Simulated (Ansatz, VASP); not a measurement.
## AlN in VASP and in Ansatz

```
Al N
1.0
     0.00000    2.08645    2.23976
     2.23976    0.00000    2.23976
     2.23976    2.08645    0.00000
Al N
1 1
Direct
  0.99775 0.00225 0.00225
  0.75434 0.74566 0.74566
```

Change from the starting cell: mode 4 frozen in at -0.019 Å, strain +e along z and -e/2 along x and y -0.0467.

Alike in both runs: task single point; functional PBEsol; k mesh 10 × 10 × 10; occupations gaussian, width 0.05 eV; no spin polarisation.

|  | VASP | Ansatz |
| --- | --- | --- |
| version | VASP 6.6.1 | Ansatz 0.2.0 |
| potentials or method | VASP PAW PBE potentials, release 64 (Al, N), cutoff 520 eV | scalar-relativistic, plane waves, PAW |
| valence electrons in the cell | 8 | 8 |

Ansatz gave:

* gap on the k mesh at the Fermi level (eV): 2.83
* least direct gap on the mesh (eV): 3.86
* pressure (GPa): 0.0
* traceless stress, the component that is largest in VASP (GPa): 4.81
* rms of the force components (eV/Å): 0.250

Estimate VASP's values.

gap on the k mesh at the Fermi level (eV): 2.82; least direct gap on the mesh (eV): 3.87; pressure (GPa): 0.0; traceless stress, the component that is largest in VASP (GPa): 4.82; rms of the force components (eV/Å): 0.252.

VASP's potentials were made for PBE, not for PBEsol, and Ansatz warns of the same on its side. Atom by atom the forces differ by 0.002 eV/Å (rms over components). With one functional, cell and mesh, what is left measures potentials, basis and numerics.
